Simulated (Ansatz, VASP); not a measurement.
# One calculation of CO2, two programs

```xyz
24
Lattice="0.0000 6.1110 4.2850 4.3441 0.0000 4.2850 4.3441 6.1110 0.0000" Properties=species:S:1:pos:R:3 pbc="T T T"
C     4.3441    2.2243    5.3563
C     4.3441    8.3353    5.3563
C     6.5162    6.9422    3.2138
C     2.1721    6.9422    3.2138
C     4.3441    9.9977    3.2138
C     4.3441    3.8867    3.2138
C     6.5161    5.2798    5.3563
C     2.1721    5.2798    5.3563
O     1.0079    2.2556    1.6478
O     5.3520    8.3666    5.9328
O     5.5082    6.9109    3.7903
O     1.1641    6.9109    3.7903
O     3.1800    0.7999    2.6372
O     3.1800    6.9109    2.6372
O     3.3362    8.3666    4.7797
O     3.3362    2.2556    4.7797
O     3.3362    3.8554    2.6372
O     7.6803    9.9664    6.9222
O     7.5241    5.3111    4.7797
O     3.1800    5.3111    4.7797
O     5.5082    5.3111    5.9328
O     5.5082   11.4221    5.9328
O     5.3520    9.9664    3.7903
O     5.3520    3.8554    3.7903
```

Alike in both runs: task electric field gradients; functional PBE; k mesh 4 × 4 × 4; no spin polarisation.

|  | VASP | Ansatz |
| --- | --- | --- |
| version | VASP 6.6.1 | Ansatz 0.2.0 |
| potentials or method | VASP PAW PBE potentials, release 64 (C_h, O_h) | plane-wave PAW, scalar-relativistic |
| plane-wave cutoff (eV) | 910 | 420 |
| occupations | gaussian, width 0.01 eV | fixed |
| valence electrons in the cell | 128 | 128 |

VASP gave:

| Item | Value |
| --- | --- |
| gap on the k mesh at the Fermi level (eV) | 7.00 |
| rms of the force components (eV/Å) | 0.020 |
| size of Vzz on the site where it differs most (V/Å²) | 51.9 |

**Question.** What did Ansatz give for the same quantities?

**Answer.** gap on the k mesh at the Fermi level (eV): 6.99; rms of the force components (eV/Å): 0.009; size of Vzz on the site where it differs most (V/Å²): 29.9.

Atom by atom the forces differ by 0.011 eV/Å (rms over components).

Noted on VASP's run: the cutoff is under 1.25 times that of the potentials, so the pressure is a little rough.
